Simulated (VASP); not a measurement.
# AlNi (P4/mmm) in VASP: further runs

AlNi is run at these levels: PBE; tasks: single point.

Program: VASP 6.6.1. These are calculated values, not measurements. Logs are shortened: lines on timing, memory, paths and dates and some standing lists are left out, and cuts for length are marked.

## 1. The cell of the first run

The structure is tetragonal, space group P4/mmm (No. 123). Conventional cell: a = 2.946 Å, b = 2.946 Å, c = 2.958 Å, α = 90.00°, β = 90.00°, γ = 90.00°. Within 3.4 Å of Al (site symmetry 4/mmm) lie 8 Ni at 2.55 Å and 6 Al at 2.95 to 2.96 Å. Within 3.4 Å of Ni (site symmetry 4/mmm) lie 8 Al at 2.55 Å and 6 Ni at 2.95 to 2.96 Å.

## 2. Single point, PBE (12.83 Å³/atom)

Input file INCAR:

```
PREC     = Accurate       # precision mode
ENCUT    = 520            # plane-wave cutoff, eV
EDIFF    = 1E-6           # SCF threshold, eV
ISMEAR   = 0              # smearing method
SIGMA    = 0.1            # smearing width, eV
LREAL    = F              # projectors in reciprocal space
LASPH    = T              # aspherical terms in the spheres
NELM     = 60             # most SCF steps
ALGO     = Normal         # electronic algorithm
ISIF     = 2              # what is computed and relaxed
LWAVE    = F              # write WAVECAR
LCHARG   = F              # write CHGCAR
GGA      = PE             # functional
NBANDS   = 14             # bands
```

Input file KPOINTS:

```
Automatic mesh
0
Gamma
  16 16 14
```

Input file POSCAR:

```
AlNi
1.0
    2.0828750729     -2.0828750729      0.0000000000
    2.0828750729      2.0828750729      0.0000000000
    0.0000000000      0.0000000000      2.9580412257
Al Ni
1 1
Direct
    0.0000000000      0.0000000000      0.0000000000
    0.5000000000      0.5000000000      0.5000000000
```

Potentials or basis: VASP PAW PBE potentials, release 64 (Al, Ni).

The run is started by

```console
$ cat potpaw_PBE.64/Al/POTCAR potpaw_PBE.64/Ni/POTCAR > POTCAR
$ mpirun -np 1 vasp_std > vasp.out
```

OUTCAR:

```text
PREC = Accurate
   ENCUT = 520
   EDIFF = 1E-6
   ISMEAR = 0
   LREAL = F
   LASPH = T
   NELM = 60
   ISIF = 2
   GGA = PE

 ion  position               nearest neighbor table
   1  0.000  0.000  0.000-   2 2.55   2 2.55   2 2.55   2 2.55   2 2.55   2 2.55   2 2.55   2 2.55

   2  0.500  0.500  0.500-   1 2.55   1 2.55   1 2.55   1 2.55   1 2.55   1 2.55   1 2.55   1 2.55

  LATTYP: Found a simple tetragonal cell.
 ALAT       =     2.9456301768
 C/A-ratio  =     1.0042133765

  Lattice vectors:

 A1 = (   2.0828750729,  -2.0828750729,   0.0000000000)
 A2 = (   2.0828750729,   2.0828750729,   0.0000000000)
 A3 = (   0.0000000000,   0.0000000000,   2.9580412257)

Analysis of symmetry for initial positions (statically):
=====================================================================
 Subroutine PRICEL returns:
 Original cell was already a primitive cell.

 Routine SETGRP: Setting up the symmetry group for a
 simple tetragonal supercell.

 Subroutine GETGRP returns: Found 16 space group operations
 (whereof 16 operations were pure point group operations)
 out of a pool of 16 trial point group operations.

The static configuration has the point symmetry D_4h.

Analysis of symmetry for dynamics (positions and initial velocities):
=====================================================================
 Subroutine PRICEL returns:
 Original cell was already a primitive cell.

 Routine SETGRP: Setting up the symmetry group for a
 simple tetragonal supercell.

 Subroutine GETGRP returns: Found 16 space group operations
 (whereof 16 operations were pure point group operations)
 out of a pool of 16 trial point group operations.

The dynamic configuration has the point symmetry D_4h.

 Subroutine INISYM returns: Found 16 space group operations
 (whereof 16 operations are pure point group operations),
 and found     1 'primitive' translations

----------------------------------------------------------------------------------------

                                     Primitive cell

  volume of cell :      25.6661

  direct lattice vectors                    reciprocal lattice vectors
     2.082875073 -2.082875073  0.000000000     0.240052803 -0.240052803  0.000000000
     2.082875073  2.082875073  0.000000000     0.240052803  0.240052803  0.000000000
     0.000000000  0.000000000  2.958041226     0.000000000  0.000000000  0.338061549

  length of vectors
     2.945630177  2.945630177  2.958041226     0.339485930  0.339485930  0.338061549

  position of ions in fractional coordinates (direct lattice)
     0.000000000  0.000000000  0.000000000
     0.500000000  0.500000000  0.500000000
[... 90 lines left out ...]
   EMIN   =  10.00;   EMAX   =-10.00  energy-range for DOS
   EFERMI =   0.00;   METHOD = LEGACY
   ISMEAR =     0;   SIGMA  =   0.10  broadening in eV -4-tet -1-fermi 0-gaus
   EFERMI_NEDOS =   21; number of points for ismear=-14 and -15
   IALGO  =     38    algorithm
   IMIX   =      4    mixing-type and parameters
     AMIX     =   0.40;   BMIX     =  1.00
     AMIX_MAG =   1.60;   BMIX_MAG =  1.00
  volume/ion in A,a.u.               =      12.83        86.60
  Fermi-wavevector in a.u.,A,eV,Ry     =   1.304976  2.466046 23.170196  1.702961
  Thomas-Fermi vector in A             =   2.435876
   LORBIT       =      0    0 simple, 1 ext, 2 COOP (PROOUT), +10 PAW based schemes
   GGA     = PE    functional components
   LHFCALC =     F    Hartree Fock is set to
   AEXX    =    0.0000 exact exchange contribution
   IVDW    =     0    specifies the selected vdW correction
   LEPSILON=     F    determine dielectric tensor
   LRPA    =     F    only Hartree local field effects (RPA)
 non-spin polarized calculation
 Gauss-broadening in eV      SIGMA  =   0.10
  energy-cutoff  :      520.00
  volume of cell :       25.67
 maximum number of plane-waves:       739
 NGX is ok and might be reduce to    24
   NGX = 11   NGY = 11   NGZ = 11

 number of electron      12.9999992 magnetization

 Free energy of the ion-electron system (eV)
  ---------------------------------------------------
  ext. energy  EPLUGINS =         0.00000000
  ---------------------------------------------------
  free energy    TOTEN  =       -10.50239204 eV

  energy without entropy =      -10.49845431  energy(sigma->0) =      -10.50042317

 E-fermi :   9.1113     XC(G=0): -11.7128

 val. band max:        9.0999094646   @ k =   0.1875   0.1250   0.3571
 cond. band min:       9.1270362652   @ k =   0.3750   0.1250   0.2857
 fundamental gap:      0.0271268006
 Fermi energy:         9.1113238042

 k-point     1 :       0.0000    0.0000    0.0000
  band No.  band energies     occupation
      1      -1.5111      2.00000
      2       6.2198      2.00000
      3       6.2200      2.00000
      4       7.7183      2.00000
      5       7.7183      2.00000
      6       7.7261      2.00000
      7      14.2345      0.00000
      8      14.3767      0.00000
      9      14.3767      0.00000
     10      17.0033      0.00000
     11      17.0375      0.00000
     12      21.6353      0.00000
     13      29.2063      0.00000
     14      29.2248      0.00000
[... 377 lines left out ...]
      1       2.6607      2.00000
      2       3.0102      2.00000
      3       6.6996      2.00000
      4       7.0229      2.00000
      5       7.0912      2.00000
      6       7.7081      2.00000
      7       8.5211      2.00000
      8      15.8175      0.00000
      9      16.7693      0.00000
     10      19.1268      0.00000
     11      19.3756      0.00000
     12      19.8134      0.00000
     13      23.6675      0.00000
     14      24.2847      0.00000

 [... further k-points ...]

------------------------ aborting loop because EDIFF is reached ----------------------------------------

  FORCE on cell =-STRESS in cart. coord.  units (eV):
  Direction    XX          YY          ZZ          XY          YZ          ZX
  --------------------------------------------------------------------------------------
  -------------------------------------------------------------------------------------
  Total       -1.2970669     -1.2970669     -1.2945298      0.0000000     -0.0000000      0.0000000
  in kB      -80.9677944    -80.9677944    -80.8094195      0.0000000     -0.0000000      0.0000000
  external PRESSURE =     -80.9150028 kB  Pullay stress =       0.0000000 kB

 VOLUME and BASIS-vectors are now :
 -----------------------------------------------------------------------------
  energy-cutoff  :      520.00
  volume of cell :       25.67
      direct lattice vectors                 reciprocal lattice vectors
     2.082875073 -2.082875073  0.000000000     0.240052803 -0.240052803  0.000000000
     2.082875073  2.082875073  0.000000000     0.240052803  0.240052803  0.000000000
     0.000000000  0.000000000  2.958041226     0.000000000  0.000000000  0.338061549

 POSITION                                       TOTAL-FORCE (eV/Angst)
 -----------------------------------------------------------------------------------
      0.00000      0.00000      0.00000         0.000000      0.000000      0.000000
      2.08288      0.00000      1.47902        -0.000000     -0.000000      0.000000
 -----------------------------------------------------------------------------------
    total drift:                                0.000000     -0.000000     -0.000000

  FREE ENERGIE OF THE ION-ELECTRON SYSTEM (eV)
  ---------------------------------------------------
  free  energy   TOTEN  =       -10.5023920385 eV

  energy  without entropy=      -10.4984543072  energy(sigma->0) =      -10.50042317
```

OSZICAR:

```text
N       E                     dE             d eps       ncg     rms          rms(c)
DAV:   1     0.394588939364E+02    0.39459E+02   -0.53372E+03 10256   0.950E+02
DAV:   2    -0.101424459055E+02   -0.49601E+02   -0.44669E+02 10782   0.176E+02
DAV:   3    -0.118276853633E+02   -0.16852E+01   -0.16693E+01 12770   0.358E+01
DAV:   4    -0.118505909256E+02   -0.22906E-01   -0.22900E-01 12054   0.383E+00
DAV:   5    -0.118513011829E+02   -0.71026E-03   -0.71024E-03 13120   0.724E-01    0.114E+01
DAV:   6    -0.140522253720E+02   -0.22009E+01   -0.47957E+01 11766   0.930E+01    0.164E+01
DAV:   7    -0.105330513755E+02    0.35192E+01   -0.14058E+01 12060   0.559E+01    0.115E+00
DAV:   8    -0.105153464099E+02    0.17705E-01   -0.35315E-01 12872   0.618E+00    0.936E-01
DAV:   9    -0.105027351412E+02    0.12611E-01   -0.45101E-02 12936   0.265E+00    0.186E-01
DAV:  10    -0.105023943044E+02    0.34084E-03   -0.18996E-03 14264   0.563E-01    0.609E-02
DAV:  11    -0.105023934402E+02    0.86419E-06   -0.58596E-05 12674   0.590E-02    0.132E-02
DAV:  12    -0.105023922875E+02    0.11527E-05   -0.11322E-06  9944   0.120E-02    0.460E-03
DAV:  13    -0.105023920385E+02    0.24894E-06   -0.19210E-07  6606   0.479E-03
   1 F= -.10502392E+02 E0= -.10500423E+02  d E =-.393773E-02
```

Wall time 2.5 min (1 thread of Intel Xeon 8259CL, shared host); peak memory 0.25 GiB.

What came out:

```yaml
Free_energy: -10.5024 eV
Pressure: -8.1 GPa
Band_gap_on_the_k_mesh: zero (an odd number of electrons rules out a gap without spin polarisation)
```

Caveat: the cell stands under tension. Spin polarisation is off, so any magnetic state and its effect on volume and gap are missing.

## 3. Single point, PBE (13.32 Å³/atom)

This run uses another cell than the first one, of 13.32 Å³/atom.

Input file INCAR:

```
PREC = Accurate ; ENCUT = 520
EDIFF = 1E-7 ; ISMEAR = 0
SIGMA = 0.1 ; LREAL = False
LASPH = True ; NELM = 100
ALGO = Fast ; ISIF = 2
LWAVE = False ; LCHARG = False
GGA = PE ; NBANDS = 14
```

KPOINTS is that of step 2.

Input file POSCAR:

```
AlNi
1.0
    2.1087519434     -2.1087519434      0.0000000000
    2.1087519434      2.1087519434      0.0000000000
    0.0000000000      0.0000000000      2.9947908372
Al Ni
1 1
Direct
    0.0000000000      0.0000000000      0.0000000000
    0.5000000000      0.5000000000      0.5000000000
```

Potentials or basis: VASP PAW PBE potentials, release 64 (Al, Ni).

The run is started by

```console
$ cat potpaw_PBE.64/Al/POTCAR potpaw_PBE.64/Ni/POTCAR > POTCAR
$ mpirun -np 1 vasp_std > vasp.out
```

Run time: 3 min. Hardware: 1 thread of Intel Xeon 8259CL, shared host; peak memory 0.25 GiB.

It converged, with:

- Free energy: -10.4403 eV
- Pressure: -12.4 GPa
- Band gap on the k mesh: zero (an odd number of electrons rules out a gap without spin polarisation)

Levels at points of the mesh, in eV from the Fermi level:
| k point | band 4 | band 5 | band 6 | band 7 | band 8 | band 9 | band 10 | band 11 |
| --- | --- | --- | --- | --- | --- | --- | --- | --- |
| (0.00, 0.00, 0.00) | -1.33 | -1.33 | -1.32 | 4.98 | 5.12 | 5.12 | 7.78 | 7.81 |
| (0.50, 0.00, 0.00) | -1.95 | -1.93 | -1.25 | -0.57 | 8.14 | 9.43 | 9.56 | 9.81 |
| (0.50, 0.50, 0.00) | -2.57 | -1.78 | -1.78 | -0.87 | 1.34 | 2.01 | 11.07 | 14.26 |
| (0.00, 0.00, 0.50) | -1.93 | -1.93 | -1.25 | -0.59 | 8.14 | 9.54 | 9.54 | 9.88 |
| (0.50, 0.00, 0.50) | -2.58 | -1.77 | -1.76 | -0.87 | 1.30 | 1.98 | 11.16 | 14.32 |
| (0.50, 0.50, 0.50) | -0.85 | -0.85 | 2.10 | 2.10 | 2.10 | 2.79 | 4.00 | 4.00 |

Caveat: the cell stands under tension. Spin polarisation is off, so any magnetic state and its effect on volume and gap are missing.

The gap in the log of VASP goes by the Fermi energy; the results here count the filled bands.